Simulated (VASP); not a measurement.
BN, 2 atoms in the cell. It takes space group Cm (No. 8, monoclinic). The conventional cell has a = 4.441 Å, b = 2.564 Å, c = 2.564 Å, α = 90.00°, β = 125.26°, γ = 90.00°. B (site symmetry m) has 4 N at 1.49 to 1.65 Å within 2.0 Å. N (site symmetry m) has 4 B at 1.49 to 1.65 Å within 2.0 Å.  This cell differs from its parent crystal: all B atoms moved -0.100 Å, as atom 1 along Cartesian [1 -1 0].

```yaml
Program: VASP 6.6.1
Task: single point
Functional: r2SCAN
Potentials_or_basis: VASP PAW PBE potentials, release 64 (B, N)
Cutoff: 520 eV
k_mesh: 12 × 12 × 12
Occupations: gaussian, width 0.05 eV
Spin: no spin polarisation
Dipole_correction: no
Further_INCAR_settings: ALGO = Normal; EDIFF = 1e-07; NBANDS = 11
```

Potentials or basis: VASP PAW PBE potentials, release 64 (B, N).

The run is started by

```bash
$ cat potpaw_PBE.64/B/POTCAR potpaw_PBE.64/N/POTCAR > POTCAR
$ cp INCAR.step1 INCAR
$ mpirun -np 1 vasp_std > vasp.out
$ cp INCAR.step2 INCAR
$ mpirun -np 1 vasp_std > vasp.out
```

Hardware: 1 thread of Intel(R) Xeon(R) 6975P-C (Granite Rapids) (shared host).

Task: How long does it take, and how much memory?

Result: Run time: 100 s on 1 thread of Intel(R) Xeon(R) 6975P-C (Granite Rapids), with other jobs on the host, peak memory 0.17 GiB. Counts: k points 476.
